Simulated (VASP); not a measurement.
Wanted: the native input for a VASP 6.6.1 run.

- Task: single point
- Functional: PBE
- Potentials or basis: VASP PAW PBE potentials, release 64 (Ta_pv)
- Cutoff: 520 eV
- k mesh: 20 × 20 × 20
- Occupations: gaussian, width 0.15 eV
- Spin: no spin polarisation
- Dipole correction: no
- Further INCAR settings: ALGO = Normal; EDIFF = 1e-06; NBANDS = 12

The structure of Ta lies in POSCAR:

```
Ta
1.0
   -1.3761520064      1.3761520064      2.2201460320
    1.3761520064     -1.3761520064      2.2201460320
    1.3761520064      1.3761520064     -2.2201460320
Ta
1
Direct
    0.0000000000      0.0000000000      0.0000000000
```

This cell differs from its parent crystal: volume 16.818 Å^3 an atom, c/a of the conventional cell 1.6133.

These files were run (other wordings do the same):

INCAR

```
SYSTEM = Ta
PREC     = Accurate       ! precision mode
ENCUT    = 520            ! plane-wave cutoff, eV
EDIFF    = 1E-6           ! SCF threshold, eV
ISMEAR   = 0              ! smearing method
SIGMA    = 0.15           ! smearing width, eV
LREAL    = .False.        ! projectors in reciprocal space
LASPH    = .True.         ! aspherical terms in the spheres
NELM     = 80             ! most SCF steps
ALGO     = Normal         ! electronic algorithm
ISIF     = 2              ! what is computed and relaxed
LWAVE    = .False.        ! write WAVECAR
LCHARG   = .False.        ! write CHGCAR
GGA      = PE             ! functional
NBANDS   = 12             ! bands
```

KPOINTS

```
Automatic mesh
0
Gamma
  20 20 20
  0 0 0
```

Potentials or basis: VASP PAW PBE potentials, release 64 (Ta_pv).

Run with:

```console
$ cat potpaw_PBE.64/Ta_pv/POTCAR > POTCAR
$ mpirun -np 1 vasp_std > vasp.out
```

It gave:

The pressure is 24.2 GPa.

Run time: 33 s on 1 thread of Intel(R) Xeon(R) 6975P-C (Granite Rapids) (shared host), peak memory 0.24 GiB.
